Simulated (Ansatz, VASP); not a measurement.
**KCl in VASP and in Ansatz**

```
CELL_PARAMETERS angstrom
5.31708 0.00000 0.00000
-2.65854 4.60473 0.00000
0.00000 0.00000 6.24887
ATOMIC_POSITIONS crystal
K 0.33333 0.66667 0.93750
K 0.66667 0.33333 0.43750
Cl 0.33333 0.66667 0.43750
Cl 0.66667 0.33333 0.93750
```

Change from the starting cell: epitaxial_xy strain -0.5%.

Alike in both runs: task single point; functional PBE; k mesh 6 × 6 × 4; occupations fermi-dirac, width 0.02 eV; no spin polarisation.

|  | VASP | Ansatz |
| --- | --- | --- |
| version | VASP 6.6.1 | Ansatz 0.2.0 |
| potentials or method | VASP PAW PBE potentials, release 64 (K_sv, Cl) | plane waves, PAW |
| plane-wave cutoff (eV) | 520 | 420 |
| valence electrons in the cell | 32 | 32 |

|  | VASP | Ansatz | Ansatz less VASP |
| --- | --- | --- | --- |
| gap on the k mesh at the Fermi level (eV) | 4.79 | 4.79 | +0.001 |
| pressure (GPa) | 0.6 | 0.6 | -0.02 |
